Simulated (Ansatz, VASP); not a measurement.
**One calculation of CsMg3, two programs**

```
Cs Mg
1.0
     4.60981    0.00000    0.00000
     0.00000    4.60981    0.00000
     0.00000    0.00000    4.56243
Cs Mg
1 3
Direct
  0.00000 0.00000 0.00000
  0.00000 0.50000 0.50000
  0.50000 0.00000 0.50000
  0.50000 0.50000 0.00000
```

Alike in both runs: task single point; functional PBE; k mesh 4 × 4 × 4; occupations gaussian, width 0.1 eV; no spin polarisation.

```csv
,VASP,Ansatz
version,VASP 6.6.1,Ansatz 0.2.0
potentials or method,"VASP PAW PBE potentials, release 64 (Cs_sv, Mg), cutoff 600 eV","scalar-relativistic, plane waves, PAW"
valence electrons in the cell,15,39
```

Ansatz gave:

```
gap on the k mesh at the Fermi level (eV)                     : none
pressure (GPa)                                                : 13.1
traceless stress, the component that is largest in VASP (GPa) : -0.27
```

**Question.** Which values does VASP return?

**Answer.** gap on the k mesh at the Fermi level (eV): none; pressure (GPa): 13.1; traceless stress, the component that is largest in VASP (GPa): -0.30.

A gap of «none» marks a metal or a gap that the smearing closes. With one functional, cell and mesh, what is left measures potentials, basis and numerics. VASP's potentials hold 15 valence electrons a cell and Ansatz's 39, so a difference there can come from the potentials and not from the codes.

Neither program's run includes spin-orbit coupling.
